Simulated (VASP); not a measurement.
Runs of VASP 6.6.1 on NaI. The structure is that of space group Fm-3m (No. 225), or close to it. The cells are those of the table. 

```csv
spin,cell,k mesh,pressure (GPa),moment (μB)
"non-collinear, zero start, SOC","a = 4.577 Å, angles 60.0°, 2 atoms",8 × 8 × 8,-0.4,0.00
"non-collinear, zero start, SOC","a = 4.515 Å, angles 60.0°, 2 atoms",6 × 6 × 6,(a),0.00
"non-collinear, zero start, SOC","a = 4.577 Å, angles 60.0°, 2 atoms",6 × 6 × 6,-0.4,0.00
off,"a = 4.577 Å, angles 60.0°, 2 atoms",10 × 10 × 10,-0.5,-
"non-collinear, zero start, SOC","a = 4.652 Å, angles 60.0°, 2 atoms",6 × 6 × 6,-1.1,0.00
```

Alike in all rows: task single point; level PBEsol; potentials or basis VASP PAW PBE potentials, release 64 (Na_pv, I); cutoff (eV) 520; smearing gaussian 0.05 eV.

Question: Fill in the values left out.

Answer: (a) 0.2.

Caveats: the PAW data sets were made with another functional, which shifts forces and pressure a little.
